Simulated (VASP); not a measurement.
Wanted: the native input for a VASP 6.6.1 run.

```yaml
Task: single point
Functional: LDA
Potentials_or_basis: VASP PAW LDA potentials, release 64 (Cu)
Cutoff: 520 eV
k_mesh: 11 × 11 × 11
Occupations: fermi-dirac, width 0.05 eV
Spin: no spin polarisation
Dipole_correction: no
Further_INCAR_settings: ALGO = Normal; EDIFF = 1e-06; NBANDS = 18
```

The structure of Cu lies in POSCAR:

```
Cu
1.0
    1.2344979457     -4.0287047744      0.0000000000
    1.2344979457      4.0287047744      0.0000000000
    0.0000000000      0.0000000000      2.5080715687
Cu
2
Direct
    0.8661333500      0.1338666500      0.7500000000
    0.1338666500      0.8661333500      0.2500000000
```

These files were run (other wordings do the same):

INCAR

```
  PREC = Accurate
  ENCUT = 520
  EDIFF = 1E-6
  ISMEAR = -1
  SIGMA = 0.05
  LREAL = F
  LASPH = T
  NELM = 60
  ALGO = Normal
  ISIF = 2
  LWAVE = F
  LCHARG = F
  GGA = CA
  NBANDS = 18
```

KPOINTS

```
Automatic mesh
0
Gamma
  11 11 11
```

Potentials or basis: VASP PAW LDA potentials, release 64 (Cu).

The run is started by

```bash
$ cat potpaw_LDA.64/Cu/POTCAR > POTCAR
$ mpirun -np 1 vasp_std > vasp.out
```

It gave:

| Property | Result |
| --- | --- |
| Pressure | -11.5 GPa |
| Largest force | 0.083 eV/Å |
| Band gap on the k mesh | zero (bands 11 and 12 overlap by 5.36 eV) |

Caveat: the cell stands under tension.

Run time: 81 s on 1 thread of Intel(R) Xeon(R) Platinum 8375C CPU @ 2.90GHz (Ice Lake), on a shared host, peak memory 0.2 GiB.
